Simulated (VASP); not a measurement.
Write the native input for VASP 6.6.1 that does the following.

| Item | Value |
| --- | --- |
| Task | single point |
| Functional | PBEsol |
| Potentials or basis | VASP PAW PBE potentials, release 64 (Te, Pb_d) |
| Cutoff | 520 eV |
| k mesh | 8 × 8 × 8 |
| Occupations | gaussian, width 0.05 eV |
| Spin | no spin polarisation |
| Dipole correction | no |
| Further INCAR settings | ALGO = Normal; EDIFF = 1e-06; NBANDS = 17 |

The structure of TePb lies in POSCAR:

```
TePb
1.0
    0.0000000000      3.1260894710      3.4386984180
    3.1260894710      0.0000000000      3.4386984180
    3.1260894710      3.1260894710      0.0000000000
Te Pb
1 1
Direct
    0.5000000000      0.5000000000      0.5000000000
    0.0000000000      0.0000000000      0.0000000000
```

This cell differs from its parent crystal: ratio of the length along z to the lengths across it x 1.1, volume and fractional coordinates fixed.

The input as run:

INCAR

```
  ALGO = Normal
  EDIFF = 1E-6
  ENCUT = 520
  GGA = PS
  ISIF = 2
  ISMEAR = 0
  LASPH = T
  LCHARG = F
  LREAL = F
  LWAVE = F
  NBANDS = 17
  NELM = 80
  PREC = Accurate
  SIGMA = 0.05
```

KPOINTS

```
k-points
0
Gamma
  8 8 8
```

Potentials or basis: VASP PAW PBE potentials, release 64 (Te, Pb_d).

The run is started by

```sh
$ cat potpaw_PBE.64/Te/POTCAR potpaw_PBE.64/Pb_d/POTCAR > POTCAR
$ mpirun -np 1 vasp_std > vasp.out
```

It gave:

| Property | Result |
| --- | --- |
| Pressure | 0.9 GPa |
| Band gap on the k mesh | 0.30 eV |

Caveat: the PAW data sets were made with another functional, which shifts forces and pressure a little; spin-orbit coupling is left out, which moves the levels of the heavy elements.

It took 46 s on 1 thread of Intel(R) Xeon(R) Platinum 8259CL CPU @ 2.50GHz (Skylake/Cascade Lake) (shared host), peak memory 0.24 GiB.
